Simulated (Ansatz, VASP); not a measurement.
**Two plane-wave programs on GaSb**

```
CELL_PARAMETERS angstrom
0.00000 3.10717 3.10717
3.10717 0.00000 3.10717
3.10717 3.10717 0.00000
ATOMIC_POSITIONS crystal
Ga 0.00000 0.00000 0.00000
Sb 0.25000 0.25000 0.25000
```

Alike in both runs: functional PBE; k mesh 12 × 12 × 12; occupations gaussian, width 0.1 eV; no spin polarisation.

Ansatz relaxed the structure, and its values are those at the end. VASP's run is a single point on that final structure, the one shown.

```csv
,VASP,Ansatz
version,VASP 6.6.1,Ansatz 0.2.0
potentials or method,"VASP PAW PBE potentials, release 64 (Ga_d, Sb), cutoff 500 eV","scalar-relativistic, plane waves, PAW"
valence electrons in the cell,18,28
```

Ansatz gave:

| Item | Value |
| --- | --- |
| gap on the k mesh at the Fermi level (eV) | none |
| pressure (GPa) | 0.0 |

Question: Which values does VASP return?

Answer: gap on the k mesh at the Fermi level (eV): none; pressure (GPa): 0.1.

A gap of «none» marks a metal or a gap that the smearing closes. With one functional, cell and mesh, what is left measures potentials, basis and numerics. VASP's potentials hold 18 valence electrons a cell and Ansatz's 28, so a difference there can come from the potentials and not from the codes.

Neither program's run includes spin-orbit coupling.
